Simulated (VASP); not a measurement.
# Rh (P6_3/mmc) in VASP: notebook, part 2 of 2

VASP 6.6.1. Earlier steps stand in the parts before.

### 4 Single point, PBEsol (volume 15.180 Å^3 an atom, c/a of the conventional cell 1.6101)

INCAR reads:

```
SYSTEM = Rh
PREC = Accurate
ENCUT = 520
EDIFF = 1E-6
ISMEAR = 0
SIGMA = 0.15
LREAL = .FALSE.
LASPH = .TRUE.
NELM = 60
ALGO = Fast
ISIF = 2
LWAVE = .FALSE.
LCHARG = .FALSE.
GGA = PS
NBANDS = 22
```

KPOINTS reads:

```
regular mesh
0
G
  21 21 12
  0 0 0
```

POSCAR reads:

```
Rh
1.0
    2.7923570175      0.0000000000      0.0000000000
   -1.3961785088      2.4182521136      0.0000000000
    0.0000000000      0.0000000000      4.4960304807
Rh
2
Direct
    0.6666666667      0.3333333333      0.7500000000
    0.3333333333      0.6666666667      0.2500000000
```

Potentials or basis: VASP PAW PBE potentials, release 64 (Rh_pv).

The run is started by

```bash
cat potpaw_PBE.64/Rh_pv/POTCAR > POTCAR
mpirun -np 1 vasp_std > vasp.out
```

OUTCAR:

```text
SYSTEM = Rh
   PREC = Accurate
   ENCUT = 520
   EDIFF = 1E-6
   ISMEAR = 0
   LREAL = .FALSE.
   LASPH = .TRUE.
   NELM = 60
   ISIF = 2
   GGA = PS

 ion  position               nearest neighbor table
   1  0.667  0.333  0.750-   2 2.77   2 2.77   2 2.77   2 2.77   2 2.77   2 2.77
   2  0.333  0.667  0.250-   1 2.77   1 2.77   1 2.77   1 2.77   1 2.77   1 2.77

  LATTYP: Found a hexagonal cell.
 ALAT       =     2.7923570175
 C/A-ratio  =     1.6101202148

  Lattice vectors:

 A1 = (   2.7923570175,   0.0000000000,   0.0000000000)
 A2 = (  -1.3961785088,   2.4182521136,   0.0000000000)
 A3 = (   0.0000000000,   0.0000000000,   4.4960304807)

Analysis of symmetry for initial positions (statically):
=====================================================================
 Subroutine PRICEL returns:
 Original cell was already a primitive cell.

 Routine SETGRP: Setting up the symmetry group for a
 hexagonal supercell.

 Subroutine GETGRP returns: Found 24 space group operations
 (whereof 12 operations were pure point group operations)
 out of a pool of 24 trial point group operations.

The static configuration has the point symmetry D_3d.
 The point group associated with its full space group is D_6h.

Analysis of symmetry for dynamics (positions and initial velocities):
=====================================================================
 Subroutine PRICEL returns:
 Original cell was already a primitive cell.

 Routine SETGRP: Setting up the symmetry group for a
 hexagonal supercell.

 Subroutine GETGRP returns: Found 24 space group operations
 (whereof 12 operations were pure point group operations)
 out of a pool of 24 trial point group operations.

The dynamic configuration has the point symmetry D_3d.
 The point group associated with its full space group is D_6h.

 Subroutine INISYM returns: Found 24 space group operations
 (whereof 12 operations are pure point group operations),
 and found     1 'primitive' translations

----------------------------------------------------------------------------------------

[... 112 lines left out ...]
     AMIX_MAG =   1.60;   BMIX_MAG =  1.00
  volume/ion in A,a.u.               =      15.18       102.44
  Fermi-wavevector in a.u.,A,eV,Ry     =   1.630602  3.081391 36.176030  2.658863
  Thomas-Fermi vector in A             =   2.722876
   LORBIT       =      0    0 simple, 1 ext, 2 COOP (PROOUT), +10 PAW based schemes
   GGA     = PS    functional components
   LHFCALC =     F    Hartree Fock is set to
   AEXX    =    0.0000 exact exchange contribution
   IVDW    =     0    specifies the selected vdW correction
   LEPSILON=     F    determine dielectric tensor
   LRPA    =     F    only Hartree local field effects (RPA)
 non-spin polarized calculation
 RMM-DIIS sequential band-by-band and
 Gauss-broadening in eV      SIGMA  =   0.15
  energy-cutoff  :      520.00
  volume of cell :       30.36
 maximum number of plane-waves:       831
 NGX is ok and might be reduce to    24
   NGX = 11   NGY = 11   NGZ = 17

 number of electron      29.9999998 magnetization

 Free energy of the ion-electron system (eV)
  ---------------------------------------------------
  ext. energy  EPLUGINS =         0.00000000
  ---------------------------------------------------
  free energy    TOTEN  =       -15.93370405 eV

  energy without entropy =      -15.89077319  energy(sigma->0) =      -15.91223862

 E-fermi :  10.1081     XC(G=0): -13.5878

 val. band max:       10.1080344340   @ k =   0.1429   0.0476   0.3333
 cond. band min:      10.1087620683   @ k =   0.0952   0.0952   0.3333
 fundamental gap:      0.0007276344
 Fermi energy:        10.1081069387

 k-point     1 :       0.0000    0.0000    0.0000
  band No.  band energies     occupation
      1     -36.6751      2.00000
      2     -36.1996      2.00000
      3     -36.1996      2.00000
      4     -36.1361      2.00000
      5     -36.1200      2.00000
      6     -36.1200      2.00000
[... 589 lines left out ...]
     21      24.7011      0.00000
     22      27.2323      0.00000

 [... further k-points ...]

------------------------ aborting loop because EDIFF is reached ----------------------------------------

  FORCE on cell =-STRESS in cart. coord.  units (eV):
  Direction    XX          YY          ZZ          XY          YZ          ZX
  --------------------------------------------------------------------------------------
  -------------------------------------------------------------------------------------
  Total       -4.6425000     -4.6425000     -4.7140139      0.0000000      0.0000000      0.0000000
  in kB     -244.9969776   -244.9969776   -248.7709541      0.0000000      0.0000000      0.0000000
  external PRESSURE =    -246.2549698 kB  Pullay stress =       0.0000000 kB

 VOLUME and BASIS-vectors are now :
 -----------------------------------------------------------------------------
  energy-cutoff  :      520.00
  volume of cell :       30.36
      direct lattice vectors                 reciprocal lattice vectors
     2.792357018  0.000000000  0.000000000     0.358120396  0.206760907  0.000000000
    -1.396178509  2.418252114  0.000000000     0.000000000  0.413521814  0.000000000
     0.000000000  0.000000000  4.496030481     0.000000000  0.000000000  0.222418421

 POSITION                                       TOTAL-FORCE (eV/Angst)
 -----------------------------------------------------------------------------------
      1.39618      0.80608      3.37202        -0.000000      0.000000      0.000000
     -0.00000      1.61217      1.12401         0.000000     -0.000000      0.000000
 -----------------------------------------------------------------------------------
    total drift:                               -0.000000      0.000000     -0.000000

  FREE ENERGIE OF THE ION-ELECTRON SYSTEM (eV)
  ---------------------------------------------------
  free  energy   TOTEN  =       -15.9337040525 eV

  energy  without entropy=      -15.8907731928  energy(sigma->0) =      -15.91223862
```

Run time: 2.7 min. Hardware: 1 thread of Intel Xeon Platinum 8259CL at 2.50GHz (Skylake/Cascade Lake), shared host; peak memory 0.28 GiB.

What came out:

```yaml
Free_energy: -15.9337 eV
Pressure: -24.6 GPa
Band_gap_on_the_k_mesh: zero (band 15 reaches 10.65 eV, above the bottom of band 16 at 8.60 eV)
```

Caveat: the PAW data sets were made with another functional, which shifts forces and pressure a little.

### 5 Single point, PBEsol (volume 15.180 Å^3 an atom, c/a of the conventional cell 1.4858)

INCAR reads:

```
SYSTEM = Rh
PREC = Accurate ; ENCUT = 520
EDIFF = 1E-6 ; ISMEAR = 0
SIGMA = 0.15 ; LREAL = .False.
LASPH = .True. ; NELM = 80
ALGO = Fast ; ISIF = 2
LWAVE = .False. ; LCHARG = .False.
GGA = PS ; NBANDS = 22
```

KPOINTS reads:

```
regular mesh
0
Gamma
  21 21 12
  0 0 0
```

POSCAR reads:

```
Rh
1.0
    2.8681614469      0.0000000000      0.0000000000
   -1.4340807235      2.4839006752      0.0000000000
    0.0000000000      0.0000000000      4.2615142779
Rh
2
Direct
    0.6666666667      0.3333333333      0.7500000000
    0.3333333333      0.6666666667      0.2500000000
```

The run is started by

```bash
cat potpaw_PBE.64/Rh_pv/POTCAR > POTCAR
mpirun -np 1 vasp_std > vasp.out
```

Wall time 2.3 min (1 thread of Intel Xeon Platinum 8259CL at 2.50GHz (Skylake/Cascade Lake), shared host); peak memory 0.28 GiB.

Results (log left out):

```
Free energy            : -15.8706 eV
Pressure               : -23.0 GPa
Band gap on the k mesh : zero (band 15 reaches 10.51 eV, above the bottom of band 16 at 8.72 eV)
```

Stress tensor (GPa, compression positive):
```
-27.10   0.00   0.00
  0.00 -27.10   0.00
  0.00   0.00 -14.70
```

Levels at points of the mesh, in eV from the Fermi level:
| k point | band 13 | band 14 | band 15 | band 16 | band 17 | band 18 |
| --- | --- | --- | --- | --- | --- | --- |
| (0.00, 0.00, 0.00) | -2.11 | -2.06 | -2.06 | 0.10 | 0.10 | 1.61 |
| (0.00, 0.00, 0.50) | -2.51 | -2.51 | -0.33 | -0.33 | -0.33 | -0.33 |

Caveat: the PAW data sets were made with another functional, which shifts forces and pressure a little.

### 6 Summary

| cell | gap on the mesh (eV) | pressure (GPa) |
| --- | --- | --- |
| a = 2.755, b = 2.755, c = 4.618 Å, angles 90.0, 90.0, 120.0°, 2 atoms | none | -24.4 |
| a = 2.907, b = 2.907, c = 4.149 Å, angles 90.0, 90.0, 120.0°, 2 atoms | none | -21.1 |
| a = 2.792, b = 2.792, c = 4.496 Å, angles 90.0, 90.0, 120.0°, 2 atoms | none | -24.6 |
| a = 2.868, b = 2.868, c = 4.262 Å, angles 90.0, 90.0, 120.0°, 2 atoms | none | -23.0 |

Alike in all rows: task single point; level PBEsol; potentials or basis VASP PAW PBE potentials, release 64 (Rh_pv); no spin polarisation; k mesh 21 × 21 × 12; cutoff (eV) 520; smearing gaussian 0.15 eV.

Caveats: the PAW data sets were made with another functional, which shifts forces and pressure a little.

Absolute energies hang on the potentials; compare differences alone.
